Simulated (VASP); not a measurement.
A run of VASP 6.6.1 is set up as follows.

Contents of INCAR:

```
SYSTEM = Ru
  PREC = Accurate
  ENCUT = 520
  EDIFF = 1E-6
  ISMEAR = -1
  SIGMA = 0.1
  LREAL = .False.
  LASPH = .True.
  NELM = 100
  ALGO = Normal
  ISIF = 2
  LWAVE = .False.
  LCHARG = .True.
  LELF = .True.
  LVHAR = .True.
  NBANDS = 13
```

KPOINTS

```
Automatic mesh
0
Gamma
  20 20 20
  0 0 0
```

The input POSCAR:

```
Ru
1.0
   -1.3378382725      1.3378382725      1.3378382725
    1.3378382725     -1.3378382725      1.3378382725
    1.3378382725      1.3378382725     -1.3378382725
Ru
1
Direct
    0.0000000000      0.0000000000      0.0000000000
```

Potentials or basis: VASP PAW LDA potentials, release 64 (Ru_pv).

Launch:

```bash
$ cat potpaw_LDA.64/Ru_pv/POTCAR > POTCAR
$ mpirun -np 1 vasp_std > vasp.out
```

Problem. Predict the band gap on the k mesh.

Solution. Zero (band 7 reaches 23.78 eV, above the bottom of band 8 at 16.92 eV).

Problem. Predict the pressure.

Solution. 255.5 GPa.
